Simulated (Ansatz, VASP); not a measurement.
**One calculation of C, two programs**

```
CELL_PARAMETERS angstrom
0.00000 2.01036 2.01036
2.01036 0.00000 2.01036
2.01036 2.01036 0.00000
ATOMIC_POSITIONS crystal
C 0.71750 0.92750 0.92750
C 0.28250 0.07250 0.07250
```

Change from the starting cell: shortest bond scaled by 0.58, PAW files, partial_waves polarizable.

Alike in both runs: task single point; functional PBE; k mesh 13 × 13 × 13; occupations fermi-dirac, width 0.05 eV; no spin polarisation.

|  | VASP | Ansatz |
| --- | --- | --- |
| version | VASP 6.6.1 | Ansatz 0.2.0 |
| potentials or method | VASP PAW PBE potentials, release 64 (C) | PAW with Ansatz's default frozen-core files, scalar-relativistic |
| plane-wave cutoff (eV) | 520 | 420 |
| valence electrons in the cell | 8 | 8 |

```tsv
	VASP	Ansatz	Ansatz less VASP
pressure (GPa)	118.8	114.9	-3.91
traceless stress, the component that is largest in VASP (GPa)	-124.70	-120.76	+3.937
rms of the force components (eV/Å)	25.738	25.014	-0.7241
```

Atom by atom the forces differ by 0.724 eV/Å (rms over components). Both programs put the cell under a high pressure, so it lies far from rest at this level.

Noted on VASP's run: the cell as given lies far from equilibrium.
